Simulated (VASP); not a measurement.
# Li3SbO2 (P-6m2) in VASP: further runs, part 2 of 2

VASP 6.6.1.

### 3 Single point, PBE

This run uses another cell than the first one, of 11.89 Å³/atom, 1.418 times its volume.

Input file INCAR:

```
PREC = Accurate
ENCUT = 520
EDIFF = 1E-7
ISMEAR = 0
SIGMA = 0.1
LREAL = False
LASPH = True
NELM = 100
ALGO = Normal
ISIF = 2
LWAVE = False
LCHARG = False
GGA = PE
NBANDS = 22
```

Input file KPOINTS:

```
regular mesh
0
Gamma
  15 15 6
```

Input file POSCAR:

```
Li3SbO2
1.0
    3.2919709138      0.0000000000      0.0000000000
   -1.6459854569      2.8509304399      0.0000000000
    0.0000000000      0.0000000000      7.6021678911
Li Sb O
3 1 2
Direct
    0.6666666667      0.3333333333      0.2822904029
    0.3333333333      0.6666666667      0.5000000000
    0.6666666667      0.3333333333      0.7177095971
    0.0000000000      0.0000000000      0.0000000000
    0.0000000000      0.0000000000      0.3099606107
    0.0000000000      0.0000000000      0.6900393893
```

Potentials or basis: VASP PAW PBE potentials, release 64 (Li_sv, Sb, O).

On the command line:

```console
> cat potpaw_PBE.64/Li_sv/POTCAR potpaw_PBE.64/Sb/POTCAR potpaw_PBE.64/O/POTCAR > POTCAR
> mpirun -np 1 vasp_std > vasp.out
```

OUTCAR:

```text
PREC = Accurate
   ENCUT = 520
   EDIFF = 1E-7
   ISMEAR = 0
   LREAL = False
   LASPH = True
   NELM = 100
   ISIF = 2
   GGA = PE

 ion  position               nearest neighbor table
   1  0.667  0.333  0.282-   5 1.91   5 1.91   5 1.91   2 2.52   2 2.52   2 2.52   4 2.87   4 2.87
                             4 2.87
   2  0.333  0.667  0.500-   1 2.52   3 2.52   1 2.52   3 2.52   1 2.52   3 2.52
   3  0.667  0.333  0.718-   6 1.91   6 1.91   6 1.91   2 2.52   2 2.52   2 2.52   4 2.87   4 2.87
                             4 2.87
   4  0.000  0.000  0.000-   5 2.36   6 2.36   1 2.87   3 2.87   1 2.87   3 2.87   1 2.87   3 2.87

   5  0.000  0.000  0.310-   1 1.91   1 1.91   1 1.91   4 2.36
   6  0.000  0.000  0.690-   3 1.91   3 1.91   3 1.91   4 2.36

  LATTYP: Found a hexagonal cell.
 ALAT       =     3.2919709138
 C/A-ratio  =     2.3093059113

  Lattice vectors:

 A1 = (   3.2919709138,   0.0000000000,   0.0000000000)
 A2 = (  -1.6459854569,   2.8509304399,   0.0000000000)
 A3 = (   0.0000000000,   0.0000000000,   7.6021678911)

Analysis of symmetry for initial positions (statically):
=====================================================================
 Subroutine PRICEL returns:
 Original cell was already a primitive cell.

 Routine SETGRP: Setting up the symmetry group for a
 hexagonal supercell.

 Subroutine GETGRP returns: Found 12 space group operations
 (whereof 12 operations were pure point group operations)
 out of a pool of 24 trial point group operations.

The static configuration has the point symmetry D_3h.

Analysis of symmetry for dynamics (positions and initial velocities):
=====================================================================
 Subroutine PRICEL returns:
 Original cell was already a primitive cell.

 Routine SETGRP: Setting up the symmetry group for a
 hexagonal supercell.

[... 126 lines left out ...]
   EFERMI =   0.00;   METHOD = LEGACY
   ISMEAR =     0;   SIGMA  =   0.10  broadening in eV -4-tet -1-fermi 0-gaus
   EFERMI_NEDOS =   21; number of points for ismear=-14 and -15
   IALGO  =     38    algorithm
   IMIX   =      4    mixing-type and parameters
     AMIX     =   0.40;   BMIX     =  1.00
     AMIX_MAG =   1.60;   BMIX_MAG =  1.00
  volume/ion in A,a.u.               =      11.89        80.25
  Fermi-wavevector in a.u.,A,eV,Ry     =   1.169336  2.209724 18.603876  1.367346
  Thomas-Fermi vector in A             =   2.305810
   LORBIT       =      0    0 simple, 1 ext, 2 COOP (PROOUT), +10 PAW based schemes
   GGA     = PE    functional components
   LHFCALC =     F    Hartree Fock is set to
   AEXX    =    0.0000 exact exchange contribution
   IVDW    =     0    specifies the selected vdW correction
   LEPSILON=     F    determine dielectric tensor
   LRPA    =     F    only Hartree local field effects (RPA)
 non-spin polarized calculation
 Gauss-broadening in eV      SIGMA  =   0.10
  energy-cutoff  :      520.00
  volume of cell :       71.35
 maximum number of plane-waves:      1942
   NGX = 13   NGY = 13   NGZ = 29

 number of electron      26.0000014 magnetization

 Free energy of the ion-electron system (eV)
  ---------------------------------------------------
  ext. energy  EPLUGINS =         0.00000000
  ---------------------------------------------------
  free energy    TOTEN  =       -27.94547017 eV

  energy without entropy =      -27.94219457  energy(sigma->0) =      -27.94383237

 E-fermi :   5.3752     XC(G=0):  -9.7657

 val. band max:        5.3678389412   @ k =   0.2000   0.0667   0.0000
 cond. band min:       5.4155327666   @ k =   0.2000   0.0667   0.1667
 fundamental gap:      0.0476938254
 Fermi energy:         5.3752066680

 k-point     1 :       0.0000    0.0000    0.0000
  band No.  band energies     occupation
      1     -41.0301      2.00000
      2     -39.6311      2.00000
      3     -39.6307      2.00000
      4     -12.5192      2.00000
      5     -12.2511      2.00000
      6      -6.5145      2.00000
[... 589 lines left out ...]
     21      14.7002      0.00000
     22      15.4290      0.00000

 [... further k-points ...]
[... 5 lines left out ...]
  --------------------------------------------------------------------------------------
  -------------------------------------------------------------------------------------
  Total        0.0162482      0.0162482     -0.1833985      0.0000000      0.0000000      0.0000000
  in kB        0.3648674      0.3648674     -4.1183784      0.0000000      0.0000000      0.0000000
  external PRESSURE =      -1.1295478 kB  Pullay stress =       0.0000000 kB

 VOLUME and BASIS-vectors are now :
 -----------------------------------------------------------------------------
  energy-cutoff  :      520.00
  volume of cell :       71.35
      direct lattice vectors                 reciprocal lattice vectors
     3.291970914  0.000000000  0.000000000     0.303769391  0.175381340  0.000000000
    -1.645985457  2.850930440  0.000000000     0.000000000  0.350762679  0.000000000
     0.000000000  0.000000000  7.602167891     0.000000000  0.000000000  0.131541425

 POSITION                                       TOTAL-FORCE (eV/Angst)
 -----------------------------------------------------------------------------------
      1.64599      0.95031      2.14602         0.000000      0.000000     -0.004681
     -0.00000      1.90062      3.80108         0.000000      0.000000      0.000000
      1.64599      0.95031      5.45615         0.000000      0.000000      0.004681
      0.00000      0.00000      0.00000         0.000000      0.000000      0.000000
      0.00000      0.00000      2.35637        -0.000000     -0.000000     -0.020735
      0.00000      0.00000      5.24580        -0.000000      0.000000      0.020735
 -----------------------------------------------------------------------------------
    total drift:                               -0.000002      0.000001      0.000000

  FREE ENERGIE OF THE ION-ELECTRON SYSTEM (eV)
  ---------------------------------------------------
  free  energy   TOTEN  =       -27.9454701712 eV

  energy  without entropy=      -27.9421945671  energy(sigma->0) =      -27.94383237
```

It took 81 s on 1 thread of Intel Xeon Platinum 8488C (Sapphire Rapids), shared host; peak memory 0.27 GiB.

What came out:

- Free energy: -27.9455 eV
- Largest force: 0.021 eV/Å
- Band gap on the k mesh: zero (band 13 reaches 6.78 eV, above the bottom of band 14 at 2.85 eV)

Forces on the atoms (eV/Å):
```
Li   0.000  0.000 -0.005
Li   0.000  0.000  0.000
Li   0.000  0.000  0.005
Sb   0.000  0.000  0.000
O    0.000  0.000 -0.021
O    0.000  0.000  0.021
```

Caveat: the cutoff is under 1.25 times the usual one of these potentials, so pressure, stress and relaxed cells hold a basis-set (Pulay) error; spin-orbit coupling is left out, which moves the levels of the heavy elements.
